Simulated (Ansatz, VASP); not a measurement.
# Two plane-wave programs on Zn2C

INCAR

```
SYSTEM = Zn2C
  PREC = Accurate
  ENCUT = 520
  EDIFF = 1E-7
  ISMEAR = -1
  SIGMA = 0.02
  LREAL = .FALSE.
  LASPH = .TRUE.
  NELM = 80
  ALGO = Normal
  ISIF = 2
  LWAVE = .FALSE.
  LCHARG = .FALSE.
  GGA = PE
  NBANDS = 21
```

KPOINTS

```
Automatic mesh
0
G
  8 8 8
  0 0 0
```

The input POSCAR:

```
Zn2C
1.0
    0.0000000000      2.6300612410      2.6300612410
    2.6300612410      0.0000000000      2.6300612410
    2.6300612410      2.6300612410      0.0000000000
C Zn
1 2
Direct
    0.0000000000      0.0000000000      0.0000000000
    0.2500000000      0.2500000000      0.2500000000
    0.7500000000      0.7500000000      0.7500000000
```

Input for Ansatz:

```yaml
crystal:
  lattice:
    - [0.0, 2.630061241, 2.630061241]
    - [2.630061241, 0.0, 2.630061241]
    - [2.630061241, 2.630061241, 0.0]
  atoms:
    - { symbol: C, position: [0.0, 0.0, 0.0] }
    - { symbol: Zn, position: [0.25, 0.25, 0.25] }
    - { symbol: Zn, position: [0.75, 0.75, 0.75] }
kpoints:
  mp_grid: { grid: [8, 8, 8] }
hamiltonian:
  xc: pbe
scf:
  occupations: { method: fermi_dirac, width: 0.02 }
  n_extra_bands: 4
output:
  forces: true
  stress: true
  eigenvalues: true
```

Alike in both runs: task single point; functional PBE; k mesh 8 × 8 × 8; occupations fermi-dirac, width 0.02 eV; no spin polarisation.

|  | VASP | Ansatz |
| --- | --- | --- |
| version | VASP 6.6.1 | Ansatz 0.2.0 |
| potentials or method | VASP PAW PBE potentials, release 64 (C, Zn) | plane waves, PAW |
| plane-wave cutoff (eV) | 520 | 420 |
| valence electrons in the cell | 28 | 28 |

VASP gave:

* pressure (GPa): -3.1

**Question.** Estimate Ansatz's values.

**Answer.** Pressure (GPa): -3.6.
